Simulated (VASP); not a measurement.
A run of VASP 6.6.1:

The input POSCAR:

```
BaS
1.0
    0.0000000000      3.2253733437      3.2253733437
    3.2253733437      0.0000000000      3.2253733437
    3.2253733437      3.2253733437      0.0000000000
Ba S
1 1
Direct
    0.0000000000      0.0000000000      0.0000000000
    0.5000000000      0.5000000000      0.5000000000
```

The input INCAR.step1:

```
ALGO = Normal ; EDIFF = 1E-6
EDIFFG = -0.005 ; EFERMI = MIDGAP
ENCUT = 390 ; GGA = PS
GGA_COMPAT = F ; IBRION = 2
ISIF = 3 ; ISMEAR = 0
KPAR = 4 ; LASPH = T
LCHARG = F ; LORBIT = 11
LREAL = F ; LSORBIT = T
LWAVE = F ; MAGMOM = 0 0 0 0 0 0
NELM = 200 ; NELMIN = 4
NSW = 80 ; POTIM = 0.5
PREC = Accurate ; SIGMA = 0.03
```

The input INCAR.step3:

```
ALGO = Normal ; EDIFF = 1E-6
EFERMI = MIDGAP ; ENCUT = 390
GGA = PS ; GGA_COMPAT = F
ISIF = 2 ; ISMEAR = 0
KPAR = 4 ; LASPH = T
LCHARG = F ; LORBIT = 11
LREAL = F ; LSORBIT = T
LWAVE = F ; MAGMOM = 0 0 0 0 0 0
NELM = 200 ; PREC = Accurate
SIGMA = 0.03
```

Contents of KPOINTS:

```
Automatic mesh
0
Gamma
  5 5 5
  0 0 0
```

Potentials or basis: VASP PAW PBE potentials, release 64 (Ba_sv, S).

Run with:

```console
$ cat potpaw_PBE.64/Ba_sv/POTCAR potpaw_PBE.64/S/POTCAR > POTCAR
$ cp INCAR.step1 INCAR
$ cp POSCAR.step1 POSCAR
$ mpirun -np 4 vasp_ncl > vasp.out
$ cp CONTCAR POSCAR
$ mpirun -np 4 vasp_ncl > vasp.out
$ cp CONTCAR POSCAR
$ cp INCAR.step3 INCAR
$ mpirun -np 4 vasp_ncl > vasp.out
```

Hardware: 4 MPI ranks on Intel(R) Xeon(R) Platinum 8259CL CPU @ 2.50GHz (Skylake/Cascade Lake), with other jobs on the host.

Problem. How long does it take, and how much memory?

Solution. Wall time 2.1 min on 4 MPI ranks on Intel(R) Xeon(R) Platinum 8259CL CPU @ 2.50GHz (Skylake/Cascade Lake), on a shared host, peak memory 0.28 GiB a rank. Counts: k points 10, ion steps 4.
